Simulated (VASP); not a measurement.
# LiH: single point with PBE

The system is LiH.

```
Li H
1.0
     2.53082    0.00000    0.00000
     0.00000    2.53082    0.00000
     0.00000    0.00000    2.53082
Li H
1 1
Cartesian
  0.0000 0.0000 0.0000
  1.2654 1.2654 1.2654
```

This cell differs from its parent crystal: volume changed by +3%.

```json
{
 "Program": "VASP 6.6.1",
 "Task": "single point",
 "Functional": "PBE",
 "Potentials or basis": "VASP PAW PBE potentials, release 64 (Li_sv, H)",
 "Cutoff": "520 eV",
 "k mesh": "8 × 8 × 8",
 "Occupations": "gaussian, width 0.01 eV",
 "Spin": "no spin polarisation"
}
```

* Band gap on the k mesh: 0.74 eV, indirect (least direct gap 4.18 eV)

Levels at points of the mesh, in eV from the valence-band top:
```
           k point  band 1  band 2  band 3  band 4  band 5  band 6
(0.00, 0.00, 0.00)  -48.06   -8.61   11.77   11.77   11.77   12.18
(0.50, 0.00, 0.00)  -48.01   -6.38    0.74   11.17   15.95   15.95
(0.50, 0.50, 0.00)  -47.97   -2.58    1.60    1.60    8.90   19.07
(0.50, 0.50, 0.50)  -47.93    0.00    6.36    6.36    6.36    8.69
```

Run time: 3.3 s on 1 thread of Intel Xeon 6975P-C, with other jobs on the host, peak memory 0.12 GiB.

 A k mesh can miss the band edges.
